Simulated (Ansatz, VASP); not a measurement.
# Ag2O in VASP and in Ansatz

Contents of INCAR:

```
PREC = Accurate
ENCUT = 600
EDIFF = 1E-6
ISMEAR = 0
SIGMA = 0.05
LREAL = False
LASPH = True
NELM = 120
ALGO = Normal
ISIF = 2
LWAVE = False
LCHARG = False
GGA = RP
NBANDS = 37
GGA_COMPAT = False
```

KPOINTS

```
regular mesh
0
Gamma
  6 6 6
```

File POSCAR:

```
Ag2O
1.0
    4.8302284047      0.0000000000      0.0000000000
    0.0000000000      4.8302284047      0.0000000000
    0.0000000000      0.0000000000      4.8302284047
Ag O
4 2
Direct
    0.7500000000      0.7500000000      0.7500000000
    0.7500000000      0.2500000000      0.2500000000
    0.2500000000      0.2500000000      0.7500000000
    0.2500000000      0.7500000000      0.2500000000
    0.0000000000      0.0000000000      0.0000000000
    0.5000000000      0.5000000000      0.5000000000
```

Input for Ansatz:

```yaml
crystal:
  lattice:
    - [4.8302284047, 0.0, 0.0]
    - [0.0, 4.8302284047, 0.0]
    - [0.0, 0.0, 4.8302284047]
  atoms:
    - { symbol: Ag, position: [0.75, 0.75, 0.75] }
    - { symbol: Ag, position: [0.75, 0.25, 0.25] }
    - { symbol: Ag, position: [0.25, 0.25, 0.75] }
    - { symbol: Ag, position: [0.25, 0.75, 0.25] }
    - { symbol: O, position: [0.0, 0.0, 0.0] }
    - { symbol: O, position: [0.5, 0.5, 0.5] }
basis:
  ecutwfc: 420
  ecutrho_ratio: 4
kpoints:
  mp_grid: { grid: [6, 6, 6] }
hamiltonian:
  xc: rpbe
scf:
  occupations: { method: gaussian, width: 0.05 }
output:
  forces: true
  stress: true
  eigenvalues: true
```

Alike in both runs: task single point; functional RPBE; k mesh 6 × 6 × 6; occupations gaussian, width 0.05 eV; no spin polarisation.

|  | VASP | Ansatz |
| --- | --- | --- |
| version | VASP 6.6.1 | Ansatz 0.2.0 |
| potentials or method | VASP PAW PBE potentials, release 64 (Ag, O), cutoff 600 eV | scalar-relativistic, plane waves, PAW |
| valence electrons in the cell | 56 | 88 |

Ansatz gave:

| Item | Value |
| --- | --- |
| gap on the k mesh at the Fermi level (eV) | none |
| pressure (GPa) | 2.7 |

Problem. Which values does VASP return?

Solution. gap on the k mesh at the Fermi level (eV): none; pressure (GPa): 2.5.

VASP's potentials were made for PBE, not for RPBE. A gap of «none» marks a metal or a gap that the smearing closes. VASP's potentials hold 56 valence electrons a cell and Ansatz's 88, so a difference there can come from the potentials and not from the codes.
